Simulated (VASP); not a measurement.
A run of VASP 6.6.1:

Contents of INCAR:

```
SYSTEM = VPt3
PREC = Accurate
ENCUT = 520
EDIFF = 1E-6
ISMEAR = -1
SIGMA = 0.1
LREAL = .FALSE.
LASPH = .TRUE.
NELM = 150
ALGO = Normal
ISIF = 2
LWAVE = .FALSE.
LCHARG = .FALSE.
ISPIN = 2
MAGMOM = 2.6 0 0 0
LORBIT = 11
NUPDOWN = 2.6
LMAXMIX = 4
NBANDS = 34
```

KPOINTS

```
regular mesh
0
G
  7 7 7
  0 0 0
```

File POSCAR:

```
VPt3
1.0
    3.8790000000      0.0000000000      0.0000000000
    0.0000000000      3.8790000000      0.0000000000
    0.0000000000      0.0000000000      3.8790000000
V Pt
1 3
Direct
    0.0000000000      0.0000000000      0.0000000000
    0.0000000000      0.5000000000      0.5000000000
    0.5000000000      0.0000000000      0.5000000000
    0.5000000000      0.5000000000      0.0000000000
```

Potentials or basis: VASP PAW LDA potentials, release 64 (V_sv, Pt).

Run with:

```bash
$ cat potpaw_LDA.64/V_sv/POTCAR potpaw_LDA.64/Pt/POTCAR > POTCAR
$ mpirun -np 1 vasp_std > vasp.out
```

Hardware: 1 thread of Intel(R) Xeon(R) 6975P-C (Granite Rapids), with other jobs on the host.

Problem. How long does it take, and how much memory?

Solution. Run time: 76 s on 1 thread of Intel(R) Xeon(R) 6975P-C (Granite Rapids), on a shared host, peak memory 0.2 GiB. Counts: scf iterations 15, k points 20.
